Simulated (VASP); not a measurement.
# MoS2 (P6_3/mmc) in VASP: notebook

Runs on MoS2. Level: PBE+D3(BJ). Tasks: single point, relaxation of shape and atoms at fixed volume.

Everything below comes from runs of VASP 6.6.1. Logs are shortened: lines on timing, memory, paths and dates and some standing lists are left out, and cuts for length are marked.

**Measured values to compare with.**

From “Multiwavelength excitation Raman Scattering Analysis of bulk and 2 dimensional MoS2: Vibrational properties of atomically thin MoS2 layers”, 2015, arxiv:1506.03228, for a bulk crystal of MoS2 at 300 K: band gap 1.3 eV (indirect).

How close the calculation comes is told below.

## 1. The cell of the first run

It takes space group P6_3/mmc (No. 194, hexagonal). Conventional cell: a = 3.161 Å, b = 3.161 Å, c = 12.384 Å, α = 90.00°, β = 90.00°, γ = 120.00°. Within 3.2 Å of Mo (site symmetry -6m2) lie 6 S at 2.40 Å and 6 Mo at 3.16 Å. S (site symmetry 3m) has 3 Mo at 2.40 Å and 7 S at 3.13 to 3.16 Å within 3.2 Å.

## 2. Single point, PBE+D3(BJ)

Input file INCAR:

```
PREC = Accurate
ENCUT = 520
EDIFF = 1E-6
ISMEAR = 0
SIGMA = 0.05
LREAL = False
LASPH = True
NELM = 100
ALGO = Normal
ISIF = 2
LWAVE = False
LCHARG = False
GGA = PE
IVDW = 12
NBANDS = 35
```

Input file KPOINTS:

```
regular mesh
0
Gamma
  10 10 2
```

Input file POSCAR:

```
MoS2
1.0
    3.1612766540      0.0000000000      0.0000000000
   -1.5806383270      2.7377458908      0.0000000000
    0.0000000000      0.0000000000     12.3842913299
Mo S
2 4
Direct
    0.3333333333      0.6666666667      0.2500000000
    0.6666666667      0.3333333333      0.7500000000
    0.3333333333      0.6666666667      0.6236241623
    0.6666666667      0.3333333333      0.1236241623
    0.3333333333      0.6666666667      0.8763758377
    0.6666666667      0.3333333333      0.3763758377
```

Potentials or basis: VASP PAW PBE potentials, release 64 (Mo_sv, S).

On the command line:

```console
$ cat potpaw_PBE.64/Mo_sv/POTCAR potpaw_PBE.64/S/POTCAR > POTCAR
$ mpirun -np 1 vasp_std > vasp.out
```

OUTCAR:

```text
PREC = Accurate
   ENCUT = 520
   EDIFF = 1E-6
   ISMEAR = 0
   LREAL = False
   LASPH = True
   NELM = 100
   ISIF = 2
   GGA = PE
   IVDW = 12
 IVDW          = 12

 ion  position               nearest neighbor table
   1  0.333  0.667  0.250-   4 2.40   6 2.40   4 2.40   6 2.40   4 2.40   6 2.40
   2  0.667  0.333  0.750-   3 2.40   5 2.40   3 2.40   5 2.40   3 2.40   5 2.40
   3  0.333  0.667  0.624-   2 2.40   2 2.40   2 2.40
   4  0.667  0.333  0.124-   1 2.40   1 2.40   1 2.40
   5  0.333  0.667  0.876-   2 2.40   2 2.40   2 2.40
   6  0.667  0.333  0.376-   1 2.40   1 2.40   1 2.40

  LATTYP: Found a hexagonal cell.
 ALAT       =     3.1612766540
 C/A-ratio  =     3.9174968487

  Lattice vectors:

 A1 = (   3.1612766540,   0.0000000000,   0.0000000000)
 A2 = (  -1.5806383270,   2.7377458908,   0.0000000000)
 A3 = (   0.0000000000,   0.0000000000,  12.3842913299)

Analysis of symmetry for initial positions (statically):
=====================================================================
 Subroutine PRICEL returns:
 Original cell was already a primitive cell.

 Routine SETGRP: Setting up the symmetry group for a
 hexagonal supercell.

 Subroutine GETGRP returns: Found 24 space group operations
 (whereof 12 operations were pure point group operations)
 out of a pool of 24 trial point group operations.

The static configuration has the point symmetry D_3d.
 The point group associated with its full space group is D_6h.

Analysis of symmetry for dynamics (positions and initial velocities):
=====================================================================
 Subroutine PRICEL returns:
 Original cell was already a primitive cell.

 Routine SETGRP: Setting up the symmetry group for a
 hexagonal supercell.

 Subroutine GETGRP returns: Found 24 space group operations
 (whereof 12 operations were pure point group operations)
 out of a pool of 24 trial point group operations.

The dynamic configuration has the point symmetry D_3d.
 The point group associated with its full space group is D_6h.

 Subroutine INISYM returns: Found 24 space group operations
 (whereof 12 operations are pure point group operations),
 and found     1 'primitive' translations

----------------------------------------------------------------------------------------

                                     Primitive cell

  volume of cell :     107.1832

  direct lattice vectors                    reciprocal lattice vectors
     3.161276654  0.000000000  0.000000000     0.316327898  0.182631997  0.000000000
    -1.580638327  2.737745891  0.000000000     0.000000000  0.365263995  0.000000000
     0.000000000  0.000000000 12.384291330     0.000000000  0.000000000  0.080747454

  length of vectors
     3.161276654  3.161276654 12.384291330     0.365263995  0.365263995  0.080747454

  position of ions in fractional coordinates (direct lattice)
     0.333333333  0.666666667  0.250000000
     0.666666667  0.333333333  0.750000000
     0.333333333  0.666666667  0.623624162
     0.666666667  0.333333333  0.123624162
     0.333333333  0.666666667  0.876375838
     0.666666667  0.333333333  0.376375838

  ion indices of the primitive-cell ions
   primitive index   ion index
                 1           1
                 2           2
                 3           3
                 4           4
                 5           5
                 6           6

----------------------------------------------------------------------------------------

 KPOINTS: regular mesh

Automatic generation of k-mesh.
 Grid dimensions read from file:
 generate k-points for:   10   10    2

 Generating k-lattice:

  Cartesian coordinates                     Fractional coordinates (reciprocal lattice)
     0.031632790  0.018263200  0.000000000     0.100000000  0.000000000  0.000000000
     0.000000000  0.036526399  0.000000000     0.000000000  0.100000000  0.000000000
     0.000000000  0.000000000  0.040373727     0.000000000  0.000000000  0.500000000

  Length of vectors
     0.036526399  0.036526399  0.040373727

  Shift w.r.t. Gamma in fractional coordinates (k-lattice)
     0.000000000  0.000000000  0.000000000

 Subroutine IBZKPT returns following result:
 ===========================================

 Found     28 irreducible k-points:

 Following reciprocal coordinates:
            Coordinates               Weight
  0.000000  0.000000  0.000000      1.000000
  0.100000 -0.000000  0.000000      6.000000
  0.200000 -0.000000  0.000000      6.000000
  0.300000  0.000000  0.000000      6.000000
  0.400000 -0.000000  0.000000      6.000000
  0.500000 -0.000000  0.000000      3.000000
[... 16 lines left out ...]
  0.300000  0.100000  0.500000     12.000000
  0.400000  0.100000  0.500000     12.000000
 [... further k-points ...]
   k-points           NKPTS =     28   k-points in BZ     NKDIM =     28   number of bands    NBANDS=     35
   number of dos      NEDOS =    301   number of ions     NIONS =      6
   total plane-waves  NPLWV =  55296
   dimension x,y,z NGX =    24 NGY =   24 NGZ =   96
   dimension x,y,z NGXF=    48 NGYF=   48 NGZF=  192
   ions per type =               2   4
   NGX,Y,Z   is equivalent  to a cutoff of  12.62, 12.62, 12.89 a.u.
   NGXF,Y,Z  is equivalent  to a cutoff of  25.24, 25.24, 25.77 a.u.
 SYSTEM =  unknown system
   PREC   = accura    normal or accurate (medium, high low for compatibility)
   ISTART =      0    job   : 0-new  1-cont  2-samecut
   ICHARG =      2    charge: 1-file 2-atom 10-const
   ISPIN  =      1    spin polarized calculation?
   LNONCOLLINEAR =      F non collinear calculations
   LSORBIT =      F    spin-orbit coupling
   LASPH  =      T    aspherical Exc in radial PAW
   ENCUT  =  520.0 eV  38.22 Ry    6.18 a.u.   5.88  5.88 23.03*2*pi/ulx,y,z
   NELM   =    100;   NELMIN=  2; NELMDL= -5     # of ELM steps
   EDIFF  = 0.1E-05   stopping-criterion for ELM
   LREAL  =      F    real-space projection
   EDIFFG = 0.1E-04   stopping-criterion for IOM
   NSW    =      0    number of steps for IOM
   IBRION =     -1    ionic relax: 0-MD 1-quasi-New 2-CG
   NFREE  =      0    steps in history (QN), initial steepest desc. (CG)
   ISIF   =      2    stress and relaxation
   ISYM   =      2    0-nonsym 1-usesym 2-fastsym
   POTIM  = 0.5000    time-step for ionic-motion
   TEBEG  =    0.0;   TEEND  =   0.0 temperature during run
   PSTRESS=    0.0 pullay stress
   NELECT =      52.0000    total number of electrons
   NUPDOWN=      -1.0000    fix difference up-down
   EMIN   =  10.00;   EMAX   =-10.00  energy-range for DOS
   EFERMI =   0.00;   METHOD = LEGACY
   ISMEAR =     0;   SIGMA  =   0.05  broadening in eV -4-tet -1-fermi 0-gaus
   EFERMI_NEDOS =   21; number of points for ismear=-14 and -15
   IALGO  =     38    algorithm
   IMIX   =      4    mixing-type and parameters
     AMIX     =   0.40;   BMIX     =  1.00
     AMIX_MAG =   1.60;   BMIX_MAG =  1.00
  volume/ion in A,a.u.               =      17.86       120.55
  Fermi-wavevector in a.u.,A,eV,Ry     =   1.286373  2.430893 22.514325  1.654756
  Thomas-Fermi vector in A             =   2.418452
   LORBIT       =      0    0 simple, 1 ext, 2 COOP (PROOUT), +10 PAW based schemes
   GGA     = PE    functional components
   LHFCALC =     F    Hartree Fock is set to
   AEXX    =    0.0000 exact exchange contribution
   IVDW    =    12    specifies the selected vdW correction
   LEPSILON=     F    determine dielectric tensor
   LRPA    =     F    only Hartree local field effects (RPA)
 non-spin polarized calculation
 Gauss-broadening in eV      SIGMA  =   0.05
  energy-cutoff  :      520.00
  volume of cell :      107.18
 maximum number of plane-waves:      2912
 NGX is ok and might be reduce to    24
   NGX = 11   NGY = 11   NGZ = 47

 number of electron      51.9999996 magnetization

 Free energy of the ion-electron system (eV)
  ---------------------------------------------------
  ext. energy  EPLUGINS =         0.00000000
  ---------------------------------------------------
  free energy    TOTEN  =       -43.61594878 eV

  energy without entropy =      -43.61594878  energy(sigma->0) =      -43.61594878

 E-fermi :   7.8769     XC(G=0): -10.8063

 val. band max:        7.4534336170   @ k =   0.0000   0.0000   0.0000
 cond. band min:       8.4283371457   @ k =   0.2000   0.2000   0.0000
 fundamental gap:      0.9749035286
 Fermi energy:         7.8768803104

 k-point     1 :       0.0000    0.0000    0.0000
  band No.  band energies     occupation
      1     -54.0153      2.00000
      2     -54.0153      2.00000
      3     -28.1702      2.00000
      4     -28.1701      2.00000
      5     -27.9421      2.00000
      6     -27.9421      2.00000
[... 27 lines left out ...]
     34       9.9431      0.00000
     35      13.0922      0.00000

 k-point     2 :       0.1000   -0.0000    0.0000
  band No.  band energies     occupation
      1     -54.0114      2.00000
      2     -54.0114      2.00000
      3     -28.1626      2.00000
      4     -28.1625      2.00000
      5     -27.9811      2.00000
      6     -27.9811      2.00000
[... 27 lines left out ...]
     34       9.9165      0.00000
     35      13.7754      0.00000

 k-point     3 :       0.2000   -0.0000    0.0000
  band No.  band energies     occupation
      1     -54.0012      2.00000
      2     -54.0012      2.00000
      3     -28.1425      2.00000
      4     -28.1425      2.00000
      5     -28.0820      2.00000
      6     -28.0820      2.00000
[... 27 lines left out ...]
     34      10.4844      0.00000
     35      14.8374      0.00000
[... 723 lines left out ...]
 k-point    23 :       0.3000    0.1000    0.5000
  band No.  band energies     occupation
      1     -53.9814      2.00000
      2     -53.9814      2.00000
      3     -28.2558      2.00000
      4     -28.2558      2.00000
      5     -28.1037      2.00000
      6     -28.1037      2.00000
[... 27 lines left out ...]
     34      11.1653      0.00000
     35      14.4348      0.00000

 k-point    24 :       0.4000    0.1000    0.5000
  band No.  band energies     occupation
      1     -53.9743      2.00000
      2     -53.9743      2.00000
      3     -28.3185      2.00000
      4     -28.3185      2.00000
      5     -28.0897      2.00000
      6     -28.0897      2.00000
[... 27 lines left out ...]
     34      11.0599      0.00000
     35      13.5414      0.00000

 [... further k-points ...]

------------------------ aborting loop because EDIFF is reached ----------------------------------------

 Edisp (eV)   -2.54058

 E8    (eV) :    -1.0247

  FORCE on cell =-STRESS in cart. coord.  units (eV):
  Direction    XX          YY          ZZ          XY          YZ          ZX
  --------------------------------------------------------------------------------------
  -------------------------------------------------------------------------------------
  Total      -0.91095    -0.91095    -0.96493     0.00000     0.00000     0.00000
  in kB     -13.61695   -13.61695   -14.42373     0.00000     0.00000     0.00000
  external pressure =      -13.89 kB  Pullay stress =        0.00 kB

 VOLUME and BASIS-vectors are now :
 -----------------------------------------------------------------------------
  energy-cutoff  :      520.00
  volume of cell :      107.18
      direct lattice vectors                 reciprocal lattice vectors
     3.161276654  0.000000000  0.000000000     0.316327898  0.182631997  0.000000000
    -1.580638327  2.737745891  0.000000000     0.000000000  0.365263995  0.000000000
     0.000000000  0.000000000 12.384291330     0.000000000  0.000000000  0.080747454

 POSITION                                       TOTAL-FORCE (eV/Angst)
 -----------------------------------------------------------------------------------
     -0.00000      1.82516      3.09607        -0.000000      0.000000      0.000000
      1.58064      0.91258      9.28822         0.000000     -0.000000      0.000000
     -0.00000      1.82516      7.72314         0.000000     -0.000000      0.015608
      1.58064      0.91258      1.53100        -0.000000     -0.000000      0.015608
     -0.00000      1.82516     10.85329         0.000000      0.000000     -0.015608
      1.58064      0.91258      4.66115        -0.000000      0.000000     -0.015608
 -----------------------------------------------------------------------------------
    total drift:                               -0.000000      0.000000     -0.000000

  FREE ENERGIE OF THE ION-ELECTRON SYSTEM (eV)
  ---------------------------------------------------
  free  energy   TOTEN  =       -46.1565290891 eV

  energy  without entropy=      -46.1565290891  energy(sigma->0) =      -46.15652909
```

Wall time 73 s (1 thread of Intel Xeon Platinum 8259CL at 2.50GHz (Skylake/Cascade Lake), shared host); peak memory 0.28 GiB.

What came out:

```yaml
Free_energy: -46.1565 eV
Pressure: -1.4 GPa
Largest_force: 0.016 eV/Å
Band_gap_on_the_k_mesh: 0.97 eV, indirect (least direct gap 1.90 eV)
Dispersion_energy_per_atom: -0.423 eV
```

Forces on the atoms (eV/Å):
```
Mo   0.000  0.000  0.000
Mo   0.000  0.000  0.000
S    0.000  0.000  0.016
S    0.000  0.000  0.016
S    0.000  0.000 -0.016
S    0.000  0.000 -0.016
```

(Continued in part 2 of 2.)
